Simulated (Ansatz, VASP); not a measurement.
## One calculation of ScAl4, two programs

The input INCAR:

```
PREC = Accurate ; ENCUT = 600
EDIFF = 1E-6 ; ISMEAR = 0
SIGMA = 0.1 ; LREAL = F
LASPH = T ; NELM = 80
ALGO = Fast ; ISIF = 3
LWAVE = F ; LCHARG = F
GGA = PE ; IBRION = 2
NSW = 90 ; EDIFFG = -0.04
```

File KPOINTS:

```
Automatic mesh
0
Gamma
  6 6 6
```

Contents of POSCAR:

```
ScAl4
1.0
   -3.1745550200      3.1745550200      2.0077648900
    3.1745550200     -3.1745550200      2.0077648900
    3.1745550200      3.1745550200     -2.0077648900
Sc Al
1 4
Direct
    0.5000000000      0.5000000000      0.0000000000
    0.7000000000      0.9000000000      0.6000000000
    0.9000000000      0.3000000000      0.2000000000
    0.1000000000      0.7000000000      0.8000000000
    0.3000000000      0.1000000000      0.4000000000
```

Input for Ansatz:

```yaml
crystal:
  lattice:
    - [-3.17455502, 3.17455502, 2.00776489]
    - [3.17455502, -3.17455502, 2.00776489]
    - [3.17455502, 3.17455502, -2.00776489]
  atoms:
    - { symbol: Sc, position: [0.5, 0.5, 0.0] }
    - { symbol: Al, position: [0.7, 0.9, 0.6] }
    - { symbol: Al, position: [0.9, 0.3, 0.2] }
    - { symbol: Al, position: [0.1, 0.7, 0.8] }
    - { symbol: Al, position: [0.3, 0.1, 0.4] }
basis:
  ecutwfc: 420
kpoints:
  mp_grid: { grid: [6, 6, 6] }
hamiltonian:
  xc: pbe
scf:
  occupations: { method: gaussian, width: 0.1 }
  lower_state_search: "off"
output:
  forces: true
  stress: true
  eigenvalues: true
relax:
  adjacent_minimum: "off"
  f_tol: 0.04
  max_steps: 70
  cell: { stress_tol: 0.4 }
```

Alike in both runs: task relaxation of cell and atoms; functional PBE; k mesh 6 × 6 × 6; occupations gaussian, width 0.1 eV; no spin polarisation.

|  | VASP | Ansatz |
| --- | --- | --- |
| version | VASP 6.6.1 | Ansatz 0.2.0 |
| potentials or method | VASP PAW PBE potentials, release 64 (Sc_sv, Al), cutoff 600 eV | scalar-relativistic, plane waves, PAW |
| valence electrons in the cell | 23 | 23 |

```csv
,VASP,Ansatz,Ansatz less VASP
"gap on the k mesh at the Fermi level, each at its own relaxed structure (eV)",none,none,-
relaxed volume (Å³/atom),17.67,17.73,+0.059
relaxed cell length with the largest relative difference (Å),5.114,5.119,+0.0054
```

A gap of «none» marks a metal or a gap that the smearing closes.
